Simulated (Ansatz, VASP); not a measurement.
**Two plane-wave programs on TiO2**

Contents of INCAR:

```
PREC = Accurate ; ENCUT = 520
EDIFF = 1E-6 ; ISMEAR = 0
SIGMA = 0.05 ; LREAL = False
LASPH = True ; NELM = 150
ALGO = Normal ; ISIF = 2
LWAVE = False ; LCHARG = False
LMAXMIX = 4 ; LDAU = True
LDAUTYPE = 2 ; LDAUL = 2 -1
LDAUU = 4 0 ; LDAUJ = 0 0
LDAUPRINT = 1 ; GGA = PE
NBANDS = 33
```

The input KPOINTS:

```
regular mesh
0
Gamma
  8 8 8
```

POSCAR

```
TiO2
1.0
   -1.9088507715      1.9088507715      4.8887928505
    1.9088507715     -1.9088507715      4.8887928505
    1.9088507715      1.9088507715     -4.8887928505
Ti O
2 4
Direct
    0.0000000000      0.0000000000      0.0000000000
    0.7500000000      0.2500000000      0.5000000000
    0.2052682436      0.2052682436      0.0000000000
    0.9552682436      0.4552682436      0.5000000000
    0.5447317564      0.0447317564      0.5000000000
    0.7947317564      0.7947317564      0.0000000000
```

Input for Ansatz:

```yaml
crystal:
  lattice:
    - [-1.9088507715, 1.9088507715, 4.8887928505]
    - [1.9088507715, -1.9088507715, 4.8887928505]
    - [1.9088507715, 1.9088507715, -4.8887928505]
  atoms:
    - { symbol: Ti, position: [0.0, 0.0, 0.0] }
    - { symbol: Ti, position: [0.75, 0.25, 0.5] }
    - { symbol: O, position: [0.2052682436, 0.2052682436, 0.0] }
    - { symbol: O, position: [0.9552682436, 0.4552682436, 0.5] }
    - { symbol: O, position: [0.5447317564, 0.0447317564, 0.5] }
    - { symbol: O, position: [0.7947317564, 0.7947317564, 0.0] }
basis:
  ecutwfc: 520.0
kpoints:
  mp_grid: { grid: [8, 8, 8] }
hamiltonian:
  xc: pbe
  hubbard: { sites: [{ species: Ti, l: d, u_eff: 4.0 }] }
scf:
  occupations: { method: gaussian, width: 0.05 }
output:
  forces: true
  stress: true
  eigenvalues: true
```

Alike in both runs: task single point; functional PBE; k mesh 8 × 8 × 8; occupations gaussian, width 0.05 eV; no spin polarisation; Hubbard terms Ti d U = 4.0 eV.

```csv
,VASP,Ansatz
version,VASP 6.6.1,Ansatz 0.2.0
potentials or method,"VASP PAW PBE potentials, release 64 (Ti_sv, O), cutoff 520 eV","scalar-relativistic, plane waves, PAW"
valence electrons in the cell,48,48
```

```csv
,VASP,Ansatz,Ansatz less VASP
gap on the k mesh at the Fermi level (eV),2.69,2.65,-0.039
least direct gap on the mesh (eV),2.95,2.91,-0.041
pressure (GPa),4.2,0.0,-4.16
"traceless stress, the component that is largest in VASP (GPa)",-0.63,-0.01,+0.618
rms of the force components (eV/Å),0.071,0.000,-0.0703
```

The programs project onto different local orbitals, so the same U acts differently, and such runs can settle in different states. Atom by atom the forces differ by 0.070 eV/Å (rms over components).
